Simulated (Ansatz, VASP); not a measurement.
Mg3Se4: VASP beside Ansatz

```
CELL_PARAMETERS angstrom
6.58820 0.00000 0.00000
-3.29410 5.70555 0.00000
0.00000 0.00000 4.96680
ATOMIC_POSITIONS crystal
Mg 0.50000 0.00000 0.50000
Mg 0.00000 0.50000 0.50000
Mg 0.50000 0.50000 0.50000
Se 0.33333 0.66667 0.50000
Se 0.66667 0.33333 0.50000
Se 0.33333 0.66667 0.00000
Se 0.66667 0.33333 0.00000
```

Alike in both runs: task relaxation of cell and atoms; functional PBE; k mesh 3 × 3 × 3; occupations gaussian, width 0.2 eV; no spin polarisation.

|  | VASP | Ansatz |
| --- | --- | --- |
| version | VASP 6.6.1 | Ansatz 0.2.0 |
| potentials or method | VASP PAW PBE potentials, release 64 (Mg, Se), cutoff 600 eV | scalar-relativistic, plane waves, PAW |
| valence electrons in the cell | 30 | 94 |

|  | VASP | Ansatz | Ansatz less VASP |
| --- | --- | --- | --- |
| gap on the k mesh at the Fermi level, each at its own relaxed structure (eV) | none | none | - |
| relaxed volume (Å³/atom) | 51.65 | 51.79 | +0.138 |
| relaxed cell length with the largest relative difference (Å) | 5.191 | 5.204 | +0.0130 |

A gap of «none» marks a metal or a gap that the smearing closes. VASP's potentials hold 30 valence electrons a cell and Ansatz's 94, so a difference there can come from the potentials and not from the codes.

The k mesh is coarse, so the values compare programs but aren't converged. Noted on VASP's run: the volume moved by over 15 % at a fixed basis, so the end points are rough.
